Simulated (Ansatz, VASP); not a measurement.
# P: VASP beside Ansatz

```
CELL_PARAMETERS angstrom
0.00000 2.01894 2.01894
2.01894 0.00000 2.01894
2.01894 2.01894 0.00000
ATOMIC_POSITIONS crystal
P 0.00000 0.00000 0.00000
```

Alike in both runs: task single point; functional PBE; k mesh 8 × 8 × 8; occupations gaussian, width 0.1 eV; no spin polarisation.

|  | VASP | Ansatz |
| --- | --- | --- |
| version | VASP 6.6.1 | Ansatz 0.2.0 |
| potentials or method | VASP PAW PBE potentials, release 64 (P), cutoff 500 eV | scalar-relativistic, plane waves, PAW |
| valence electrons in the cell | 5 | 5 |

```tsv
	VASP	Ansatz	Ansatz less VASP
gap on the k mesh at the Fermi level (eV)	none	none	-
pressure (GPa)	-7.0	-6.9	+0.12
```

A gap of «none» marks a metal or a gap that the smearing closes. The functional is the same, so the differences come from potentials, cutoffs and numerics.
